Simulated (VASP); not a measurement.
# TiPd2 (Immm) in VASP: single point with LDA

Aim: the single point of TiPd2 with LDA.

Everything below comes from runs of VASP 6.6.1. Logs are shortened: lines on timing, memory, paths and dates and some standing lists are left out, and cuts for length are marked.

### Step 1. The cell of the first run

It takes space group Immm (No. 71, orthorhombic). Conventional cell: a = 3.092 Å, b = 3.415 Å, c = 8.651 Å, α = 90.00°, β = 90.00°, γ = 90.00°. Ti (site symmetry mmm) has 10 Pd at 2.68 to 2.96 Å and 4 Ti at 3.09 to 3.41 Å within 3.5 Å. Pd (site symmetry mm2) has 5 Ti at 2.68 to 2.96 Å and 9 Pd at 2.73 to 3.41 Å within 3.5 Å.

### Step 2. Single point, LDA

Input file INCAR:

```
PREC = Accurate
ENCUT = 520
EDIFF = 1E-6
ISMEAR = 1
SIGMA = 0.1
LREAL = False
LASPH = True
NELM = 60
ALGO = Normal
ISIF = 2
LWAVE = False
LCHARG = False
NBANDS = 23
```

Input file KPOINTS:

```
regular mesh
0
Gamma
  12 12 12
```

Input file POSCAR:

```
TiPd2
1.0
   -1.5462320000      1.7074560000      4.3255610000
    1.5462320000     -1.7074560000      4.3255610000
    1.5462320000      1.7074560000     -4.3255610000
Ti Pd
1 2
Direct
    0.0000000000      0.0000000000      0.0000000000
    0.6576560000      0.6576560000      0.0000000000
    0.3423440000      0.3423440000      0.0000000000
```

Potentials or basis: VASP PAW LDA potentials, release 64 (Ti_sv, Pd).

The run is started by

```
$ cat potpaw_LDA.64/Ti_sv/POTCAR potpaw_LDA.64/Pd/POTCAR > POTCAR
$ mpirun -np 1 vasp_std > vasp.out
```

OUTCAR:

```text
PREC = Accurate
   ENCUT = 520
   EDIFF = 1E-6
   ISMEAR = 1
   LREAL = False
   LASPH = True
   NELM = 60
   ISIF = 2

 ion  position               nearest neighbor table
   1  0.000  0.000  0.000-   2 2.68   2 2.68   2 2.68   3 2.68   2 2.68   3 2.68   3 2.68   3 2.68
                             2 2.96   3 2.96
   2  0.658  0.658  0.000-   1 2.68   1 2.68   1 2.68   1 2.68   3 2.73   3 2.80   3 2.80   3 2.80
                             3 2.80   1 2.96
   3  0.342  0.342  0.000-   1 2.68   1 2.68   1 2.68   1 2.68   2 2.73   2 2.80   2 2.80   2 2.80
                             2 2.80   1 2.96

  LATTYP: Found a body centered orthorhombic cell.
 ALAT       =     3.0924640000
 B/A-ratio  =     1.1042689583
 C/A-ratio  =     2.7974851122

  Lattice vectors:

 A1 = (  -1.5462320000,   1.7074560000,   4.3255610000)
 A2 = (   1.5462320000,  -1.7074560000,   4.3255610000)
 A3 = (   1.5462320000,   1.7074560000,  -4.3255610000)

Analysis of symmetry for initial positions (statically):
=====================================================================
 Subroutine PRICEL returns:
 Original cell was already a primitive cell.

 Routine SETGRP: Setting up the symmetry group for a
 body centered orthorhombic supercell.

 Subroutine GETGRP returns: Found  8 space group operations
 (whereof  8 operations were pure point group operations)
 out of a pool of  8 trial point group operations.

The static configuration has the point symmetry D_2h.

Analysis of symmetry for dynamics (positions and initial velocities):
=====================================================================
 Subroutine PRICEL returns:
 Original cell was already a primitive cell.

 Routine SETGRP: Setting up the symmetry group for a
 body centered orthorhombic supercell.

 Subroutine GETGRP returns: Found  8 space group operations
 (whereof  8 operations were pure point group operations)
 out of a pool of  8 trial point group operations.

The dynamic configuration has the point symmetry D_2h.

 Subroutine INISYM returns: Found  8 space group operations
 (whereof  8 operations are pure point group operations),
 and found     1 'primitive' translations

----------------------------------------------------------------------------------------

                                     Primitive cell

  volume of cell :      45.6801

  direct lattice vectors                    reciprocal lattice vectors
    -1.546232000  1.707456000  4.325561000     0.000000000  0.292833315  0.115591943
     1.546232000 -1.707456000  4.325561000     0.323366739  0.000000000  0.115591943
     1.546232000  1.707456000 -4.325561000     0.323366739  0.292833315  0.000000000

  length of vectors
     4.900685396  4.900685396  4.900685396     0.314821930  0.343405803  0.436253823

  position of ions in fractional coordinates (direct lattice)
     0.000000000  0.000000000  0.000000000
     0.657656000  0.657656000  0.000000000
     0.342344000  0.342344000  0.000000000

  ion indices of the primitive-cell ions
   primitive index   ion index
                 1           1
                 2           2
                 3           3

----------------------------------------------------------------------------------------

 KPOINTS: regular mesh

Automatic generation of k-mesh.
 Grid dimensions read from file:
 generate k-points for:   12   12   12

 Generating k-lattice:

  Cartesian coordinates                     Fractional coordinates (reciprocal lattice)
     0.000000000  0.024402776  0.009632662     0.083333333  0.000000000  0.000000000
     0.026947228  0.000000000  0.009632662     0.000000000  0.083333333  0.000000000
     0.026947228  0.024402776  0.000000000     0.000000000  0.000000000  0.083333333

  Length of vectors
     0.026235161  0.028617150  0.036354485

  Shift w.r.t. Gamma in fractional coordinates (k-lattice)
     0.000000000  0.000000000  0.000000000

 Subroutine IBZKPT returns following result:
 ===========================================

 Found    280 irreducible k-points:

 Following reciprocal coordinates:
            Coordinates               Weight
  0.000000  0.000000  0.000000      1.000000
  0.083333 -0.000000  0.000000      4.000000
  0.166667 -0.000000  0.000000      4.000000
  0.250000  0.000000  0.000000      4.000000
  0.333333  0.000000 -0.000000      4.000000
  0.416667  0.000000 -0.000000      4.000000
[... 16 lines left out ...]
  0.250000  0.166667  0.000000      8.000000
  0.333333  0.166667 -0.000000      8.000000
 [... further k-points ...]
   k-points           NKPTS =    280   k-points in BZ     NKDIM =    280   number of bands    NBANDS=     23
   number of dos      NEDOS =    301   number of ions     NIONS =      3
   total plane-waves  NPLWV =  46656
   dimension x,y,z NGX =    36 NGY =   36 NGZ =   36
   dimension x,y,z NGXF=    72 NGYF=   72 NGZF=   72
   ions per type =               1   2
   NGX,Y,Z   is equivalent  to a cutoff of  12.21, 12.21, 12.21 a.u.
   NGXF,Y,Z  is equivalent  to a cutoff of  24.42, 24.42, 24.42 a.u.
 SYSTEM =  unknown system
   PREC   = accura    normal or accurate (medium, high low for compatibility)
   ISTART =      0    job   : 0-new  1-cont  2-samecut
   ICHARG =      2    charge: 1-file 2-atom 10-const
   ISPIN  =      1    spin polarized calculation?
   LNONCOLLINEAR =      F non collinear calculations
   LSORBIT =      F    spin-orbit coupling
   LASPH  =      T    aspherical Exc in radial PAW
   ENCUT  =  520.0 eV  38.22 Ry    6.18 a.u.   9.11  9.11  9.11*2*pi/ulx,y,z
   NELM   =     60;   NELMIN=  2; NELMDL= -5     # of ELM steps
   EDIFF  = 0.1E-05   stopping-criterion for ELM
   LREAL  =      F    real-space projection
   EDIFFG = 0.1E-04   stopping-criterion for IOM
   NSW    =      0    number of steps for IOM
   IBRION =     -1    ionic relax: 0-MD 1-quasi-New 2-CG
   NFREE  =      0    steps in history (QN), initial steepest desc. (CG)
   ISIF   =      2    stress and relaxation
   ISYM   =      2    0-nonsym 1-usesym 2-fastsym
   POTIM  = 0.5000    time-step for ionic-motion
   TEBEG  =    0.0;   TEEND  =   0.0 temperature during run
   PSTRESS=    0.0 pullay stress
   NELECT =      32.0000    total number of electrons
   NUPDOWN=      -1.0000    fix difference up-down
   EMIN   =  10.00;   EMAX   =-10.00  energy-range for DOS
   EFERMI =   0.00;   METHOD = LEGACY
   ISMEAR =     1;   SIGMA  =   0.10  broadening in eV -4-tet -1-fermi 0-gaus
   EFERMI_NEDOS =   21; number of points for ismear=-14 and -15
   IALGO  =     38    algorithm
   IMIX   =      4    mixing-type and parameters
     AMIX     =   0.40;   BMIX     =  1.00
     AMIX_MAG =   1.60;   BMIX_MAG =  1.00
  volume/ion in A,a.u.               =      15.23       102.75
  Fermi-wavevector in a.u.,A,eV,Ry     =   1.453949  2.747566 28.762292  2.113969
  Thomas-Fermi vector in A             =   2.571157
   LORBIT       =      0    0 simple, 1 ext, 2 COOP (PROOUT), +10 PAW based schemes
   GGA     = CA    functional components
   LHFCALC =     F    Hartree Fock is set to
   AEXX    =    0.0000 exact exchange contribution
   IVDW    =     0    specifies the selected vdW correction
   LEPSILON=     F    determine dielectric tensor
   LRPA    =     F    only Hartree local field effects (RPA)
 non-spin polarized calculation
 Methfessel and Paxton  Order N= 1 SIGMA  =   0.10
  energy-cutoff  :      520.00
  volume of cell :       45.68
 maximum number of plane-waves:      1262
   NGX = 19   NGY = 19   NGZ = 19

 number of electron      32.0000002 magnetization

 Free energy of the ion-electron system (eV)
  ---------------------------------------------------
  ext. energy  EPLUGINS =         0.00000000
  ---------------------------------------------------
  free energy    TOTEN  =       -23.44395327 eV

  energy without entropy =      -23.44460004  energy(sigma->0) =      -23.44416886

 E-fermi :   9.6439     XC(G=0): -13.0262

 val. band max:        9.6339580929   @ k =   0.2500  -0.2500   0.1667
 cond. band min:       9.6443100963   @ k =  -0.3333   0.4167  -0.0000
 fundamental gap:      0.0103520034
 Fermi energy:         9.6439291809

 k-point     1 :       0.0000    0.0000    0.0000
  band No.  band energies     occupation
      1     -46.9779      2.00000
      2     -23.5751      2.00000
      3     -23.5622      2.00000
      4     -23.5035      2.00000
      5       2.4533      2.00000
      6       5.2195      2.00000
[... 15 lines left out ...]
     22      15.1302      0.00000
     23      20.6530      0.00000

 k-point     2 :       0.0833   -0.0000    0.0000
  band No.  band energies     occupation
      1     -46.9774      2.00000
      2     -23.5744      2.00000
      3     -23.5674      2.00000
      4     -23.5033      2.00000
      5       2.5794      2.00000
      6       5.1974      2.00000
[... 15 lines left out ...]
     22      15.5572      0.00000
     23      19.2876      0.00000

 k-point     3 :       0.1667   -0.0000    0.0000
  band No.  band energies     occupation
      1     -46.9763      2.00000
      2     -23.5817      2.00000
      3     -23.5727      2.00000
      4     -23.5027      2.00000
      5       2.9451      2.00000
      6       5.1475      2.00000
[... 15 lines left out ...]
     22      16.0570      0.00000
     23      17.7543      0.00000

 k-point     4 :       0.2500    0.0000    0.0000
  band No.  band energies     occupation
      1     -46.9748      2.00000
      2     -23.6011      2.00000
      3     -23.5704      2.00000
      4     -23.5019      2.00000
      5       3.5056      2.00000
      6       5.0658      2.00000
[... 15 lines left out ...]
     22      14.9399      0.00000
     23      18.1307      0.00000

 k-point     5 :       0.3333    0.0000   -0.0000
  band No.  band energies     occupation
      1     -46.9732      2.00000
      2     -23.6204      2.00000
      3     -23.5680      2.00000
      4     -23.5011      2.00000
      5       4.1567      2.00000
      6       4.8008      2.00000
[... 434 lines left out ...]
 k-point    22 :       0.1667    0.1667    0.0000
  band No.  band energies     occupation
      1     -46.9712      2.00000
      2     -23.5771      2.00000
      3     -23.5678      2.00000
      4     -23.5540      2.00000
      5       3.5922      2.00000
      6       5.3108      2.00000
[... 15 lines left out ...]
     22      16.9672      0.00000
     23      18.3890      0.00000

 k-point    23 :       0.2500    0.1667    0.0000
  band No.  band energies     occupation
      1     -46.9697      2.00000
      2     -23.5960      2.00000
      3     -23.5660      2.00000
      4     -23.5528      2.00000
      5       4.1257      2.00000
      6       5.1860      2.00000
[... 15 lines left out ...]
     22      15.2617      0.00000
     23      18.9644      0.00000

 k-point    24 :       0.3333    0.1667   -0.0000
  band No.  band energies     occupation
      1     -46.9683      2.00000
      2     -23.6149      2.00000
      3     -23.5641      2.00000
      4     -23.5517      2.00000
      5       4.6839      2.00000
      6       4.9798      2.00000
[... 15 lines left out ...]
     22      13.8007      0.00000
     23      18.5186      0.00000

 [... further k-points ...]
[... 5 lines left out ...]
  --------------------------------------------------------------------------------------
  -------------------------------------------------------------------------------------
  Total       -2.7293061     -2.3007669     -2.7448322     -0.0000000      0.0000000      0.0000000
  in kB      -95.7273911    -80.6968524    -96.2719522     -0.0000000      0.0000000      0.0000000
  external PRESSURE =     -90.8987319 kB  Pullay stress =       0.0000000 kB

 VOLUME and BASIS-vectors are now :
 -----------------------------------------------------------------------------
  energy-cutoff  :      520.00
  volume of cell :       45.68
      direct lattice vectors                 reciprocal lattice vectors
    -1.546232000  1.707456000  4.325561000     0.000000000  0.292833315  0.115591943
     1.546232000 -1.707456000  4.325561000     0.323366739  0.000000000  0.115591943
     1.546232000  1.707456000 -4.325561000     0.323366739  0.292833315  0.000000000

 POSITION                                       TOTAL-FORCE (eV/Angst)
 -----------------------------------------------------------------------------------
      0.00000      0.00000      0.00000        -0.000000      0.000000      0.000000
      0.00000      0.00000      5.68946         0.000000     -0.000000     -0.057880
      0.00000      0.00000      2.96166         0.000000      0.000000      0.057880
 -----------------------------------------------------------------------------------
    total drift:                                0.000000      0.000000     -0.000000

  FREE ENERGIE OF THE ION-ELECTRON SYSTEM (eV)
  ---------------------------------------------------
  free  energy   TOTEN  =       -23.4439532668 eV

  energy  without entropy=      -23.4446000425  energy(sigma->0) =      -23.44416886
```

It took 2.3 min on 1 thread of Intel Xeon 6975P-C (Granite Rapids), shared host; peak memory 0.39 GiB.

Results:

| Property | Result |
| --- | --- |
| Free energy | -23.4440 eV |
| Pressure | -9.1 GPa |
| Largest force | 0.058 eV/Å |
| Band gap on the k mesh | zero (bands 16 and 17 overlap by 1.11 eV) |

Forces on the atoms (eV/Å):
```
Ti   0.000  0.000  0.000
Pd   0.000  0.000 -0.058
Pd   0.000  0.000  0.058
```

Stress tensor (GPa, compression positive):
```
-9.57  0.00  0.00
 0.00 -8.07  0.00
 0.00  0.00 -9.63
```

Caveat: the cell stands under tension.
